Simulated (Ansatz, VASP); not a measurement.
CuO in VASP and in Ansatz

```xyz
4
Lattice="2.1855 -2.1865 0.1548 2.1855 2.1865 0.1548 -0.4237 0.0000 4.8785" Properties=species:S:1:pos:R:3 pbc="T T T"
Cu    1.0927    1.0933    0.0774
Cu    0.8809   -1.0933    2.5167
O     2.0796   -0.0004    1.3744
O     1.8677    0.0004    3.8137
```

Change from the starting cell: strain +0.050 along x and y, -0.050 along z, atoms carried along.

Alike in both runs: task single point; functional PBE; k mesh 16 × 16 × 10; occupations gaussian, width 0.15 eV; no spin polarisation.

|  | VASP | Ansatz |
| --- | --- | --- |
| version | VASP 6.6.1 | Ansatz 0.2.0 |
| potentials or method | VASP PAW PBE potentials, release 64 (Cu, O), cutoff 520 eV | scalar-relativistic, plane waves, PAW |
| valence electrons in the cell | 34 | 50 |

Ansatz gave:

```
gap on the k mesh at the Fermi level (eV)                     : none
pressure (GPa)                                                : -3.1
traceless stress, the component that is largest in VASP (GPa) : 8.36
rms of the force components (eV/Å)                            : 0.027
```

What did VASP give for the same quantities?

gap on the k mesh at the Fermi level (eV): none; pressure (GPa): -2.5; traceless stress, the component that is largest in VASP (GPa): 8.47; rms of the force components (eV/Å): 0.030.

Atom by atom the forces differ by 0.003 eV/Å (rms over components). A gap of «none» marks a metal or a gap that the smearing closes. The functional is the same, so the differences come from potentials, cutoffs and numerics. VASP's potentials hold 34 valence electrons a cell and Ansatz's 50, so a difference there can come from the potentials and not from the codes.
